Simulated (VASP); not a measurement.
# Hf: single point with LDA

Hf:

```
CELL_PARAMETERS angstrom
2.83628 0.00000 0.00000
0.00000 2.83628 0.00000
0.00000 0.00000 2.83628
ATOMIC_POSITIONS crystal
Hf 0.00000 0.00000 0.00000
```

```json
{
 "Program": "VASP 6.6.1",
 "Task": "single point",
 "Functional": "LDA",
 "Potentials or basis": "VASP PAW LDA potentials, release 64 (Hf_pv)",
 "Cutoff": "520 eV",
 "k mesh": "8 × 8 × 8",
 "Occupations": "methfessel-paxton, width 0.05 eV",
 "Spin": "no spin polarisation"
}
```

```
Pressure               : -0.1 GPa
Band gap on the k mesh : zero (band 5 reaches 5.19 eV, above the bottom of band 6 at 2.60 eV)
```

Levels at points of the mesh, in eV from the Fermi level:
| k point | band 2 | band 3 | band 4 | band 5 | band 6 | band 7 | band 8 | band 9 |
| --- | --- | --- | --- | --- | --- | --- | --- | --- |
| (0.00, 0.00, 0.00) | -29.51 | -29.51 | -6.67 | -1.63 | -1.63 | 6.98 | 6.98 | 6.98 |
| (0.50, 0.00, 0.00) | -29.40 | -29.40 | -3.18 | -0.64 | 0.17 | 3.17 | 3.17 | 7.41 |
| (0.50, 0.50, 0.00) | -30.55 | -29.30 | -3.23 | -0.61 | 3.98 | 3.98 | 5.01 | 5.01 |
| (0.50, 0.50, 0.50) | -30.39 | -30.39 | -1.55 | -1.55 | -1.55 | 7.02 | 9.85 | 9.85 |

It took 3.2 s on 1 thread of Intel(R) Xeon(R) 6975P-C (Granite Rapids), on a shared host, peak memory 0.12 GiB.

Caveat: spin-orbit coupling is left out, which moves the levels of the heavy elements.
